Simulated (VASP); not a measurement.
Runs of VASP 6.6.1 on Nb. The structure is that of space group Fm-3m (No. 225), or close to it. The cells are those of the table. 

```tsv
cell	gap on the mesh (eV)	pressure (GPa)
a = 2.870 Å, angles 60.0°, 1 atom	none	16.0
a = 2.828 Å, angles 60.0°, 1 atom	none	27.0
a = 3.064 Å, angles 60.0°, 1 atom	none	(b)
a = 2.990 Å, angles 60.0°, 1 atom	none	-6.9
a = 2.951 Å, angles 60.0°, 1 atom	none	(a)
```

Alike in all rows: task single point; level PBEsol; potentials or basis VASP PAW PBE potentials, release 64 (Nb_sv); no spin polarisation; k mesh 15 × 15 × 15; cutoff (eV) 520; smearing fermi-dirac 0.1 eV.

Question: Fill in the values left out.

Answer: (a) -0.6; (b) -16.4.

Caveats: the PAW data sets were made with another functional, which shifts forces and pressure a little.

A k mesh can miss the band edges, and the runs leave out spin-orbit coupling on Nb.

A gap of «none» marks levels without a gap at the run's occupations.
